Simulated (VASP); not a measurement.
**ZnO: single point with PBE**

The system is ZnO.

```
Zn O
1.0
     0.00000    2.13377    2.13377
     2.09109    0.00000    2.13377
     2.09109    2.13377    0.00000
Zn O
1 1
Direct
  0.00000 0.00000 0.00000
  0.50000 0.50000 0.50000
```

This cell differs from its parent crystal: uniaxial x strain -2.0%.

| Item | Value |
| --- | --- |
| Program | VASP 6.6.1 |
| Task | single point |
| Functional | PBE |
| Potentials or basis | VASP PAW PBE potentials, release 64 (Zn, O_h) |
| Cutoff | 1340 eV |
| k mesh | 10 × 10 × 10 |
| Occupations | fermi-dirac, width 0.02 eV |
| Spin | no spin polarisation |
| Dipole correction | no |
| Further INCAR settings | ALGO = Normal; EDIFF = 1e-06; NBANDS = 16 |

- Pressure: 13.5 GPa
- Band gap on the k mesh: 0.96 eV (least direct gap 2.46 eV)

Stress tensor (GPa, compression positive):
```
15.49  0.00  0.00
 0.00 12.46  0.00
 0.00  0.00 12.46
```

Levels at points of the mesh, in eV from the valence-band top:
```
           k point  band 6  band 7  band 8  band 9  band 10  band 11  band 12  band 13
(0.00, 0.00, 0.00)   -4.73   -1.62   -1.51   -1.51     0.96    18.06    18.06    18.16
(0.50, 0.00, 0.00)   -4.51   -3.69   -0.12    0.00     5.41     9.28    12.69    13.13
(0.50, 0.50, 0.00)   -4.39   -4.07   -3.10   -2.90     4.30    10.69    11.36    15.52
(0.00, 0.50, 0.50)   -4.39   -4.02   -3.07   -3.07     4.28    10.98    11.09    15.47
```

Wall time 67 s on 1 thread of Intel(R) Xeon(R) Platinum 8259CL CPU @ 2.50GHz (Skylake/Cascade Lake), with other jobs on the host, peak memory 0.3 GiB.

Caveat: the cell differs from its parent crystal (uniaxial x strain -2.0%); the cell stands under pressure; the structure was generated, so it needn't be the stable form of ZnO. A k mesh can miss the band edges.
